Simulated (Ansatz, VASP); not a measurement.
# Two plane-wave programs on TiC

INCAR

```
SYSTEM = TiC
PREC = Accurate
ENCUT = 520
EDIFF = 1E-6
ISMEAR = 0
SIGMA = 0.15
LREAL = .FALSE.
LASPH = .TRUE.
NELM = 80
ALGO = Normal
ISIF = 2
LWAVE = .FALSE.
LCHARG = .TRUE.
GGA = PE
LELF = .TRUE.
LVHAR = .TRUE.
NBANDS = 15
```

KPOINTS

```
Automatic mesh
0
G
  20 20 20
  0 0 0
```

POSCAR

```
TiC
1.0
    0.0000000000      2.2844638034      1.9417942329
    2.2844638034      0.0000000000      1.9417942329
    2.2844638034      2.2844638034      0.0000000000
Ti C
1 1
Direct
    0.0000000000      0.0000000000      0.0000000000
    0.5000000000      0.5000000000      0.5000000000
```

Input for Ansatz:

```yaml
crystal:
  lattice:
    - [0.0, 2.2844638034, 1.9417942329]
    - [2.2844638034, 0.0, 1.9417942329]
    - [2.2844638034, 2.2844638034, 0.0]
  atoms:
    - { symbol: Ti, position: [0.0, 0.0, 0.0] }
    - { symbol: C, position: [0.5, 0.5, 0.5] }
basis:
  ecutwfc: 420
kpoints:
  mp_grid: { grid: [20, 20, 20] }
hamiltonian:
  xc: pbe
scf:
  occupations: { method: gaussian, width: 0.15 }
output:
  forces: true
  stress: true
  eigenvalues: true
```

Alike in both runs: task single point; functional PBE; k mesh 20 × 20 × 20; occupations gaussian, width 0.15 eV; no spin polarisation.

|  | VASP | Ansatz |
| --- | --- | --- |
| version | VASP 6.6.1 | Ansatz 0.2.0 |
| potentials or method | VASP PAW PBE potentials, release 64 (Ti_sv, C), cutoff 520 eV | scalar-relativistic, plane waves, PAW |
| valence electrons in the cell | 16 | 16 |

|  | VASP | Ansatz | Ansatz less VASP |
| --- | --- | --- | --- |
| gap on the k mesh at the Fermi level (eV) | none | none | - |
| pressure (GPa) | 14.1 | 13.9 | -0.12 |
| traceless stress, the component that is largest in VASP (GPa) | 58.65 | 58.52 | -0.130 |

A gap of «none» marks a metal or a gap that the smearing closes.
